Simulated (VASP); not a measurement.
A run of VASP 6.6.1 is set up as follows.

Contents of INCAR:

```
ALGO     = Normal         # electronic algorithm
EDIFF    = 1E-6           # SCF threshold, eV
ENCUT    = 520            # plane-wave cutoff, eV
GGA      = CA             # functional
ISIF     = 2              # what is computed and relaxed
ISMEAR   = -1             # smearing method
LASPH    = T              # aspherical terms in the spheres
LCHARG   = F              # write CHGCAR
LREAL    = F              # projectors in reciprocal space
LWAVE    = F              # write WAVECAR
NBANDS   = 18             # bands
NELM     = 80             # most SCF steps
PREC     = Accurate       # precision mode
SIGMA    = 0.05           # smearing width, eV
```

The input KPOINTS:

```
k-points
0
Gamma
  8 8 5
```

Contents of POSCAR:

```
Y
1.0
    3.5981047680      0.0000000000      0.0000000000
   -1.7990523840      3.1160501346      0.0000000000
    0.0000000000      0.0000000000      5.6531499653
Y
2
Direct
    0.6666666667      0.3333333333      0.7500000000
    0.3333333333      0.6666666667      0.2500000000
```

Potentials or basis: VASP PAW LDA potentials, release 64 (Y_sv).

Run with:

```console
$ cat potpaw_LDA.64/Y_sv/POTCAR > POTCAR
$ mpirun -np 1 vasp_std > vasp.out
```

(1) What does it give for the pressure?

(2) What does it give for the band gap on the k mesh?

Answers

(1) -2.5 GPa.

(2) zero (bands 11 and 12 overlap by 1.46 eV).
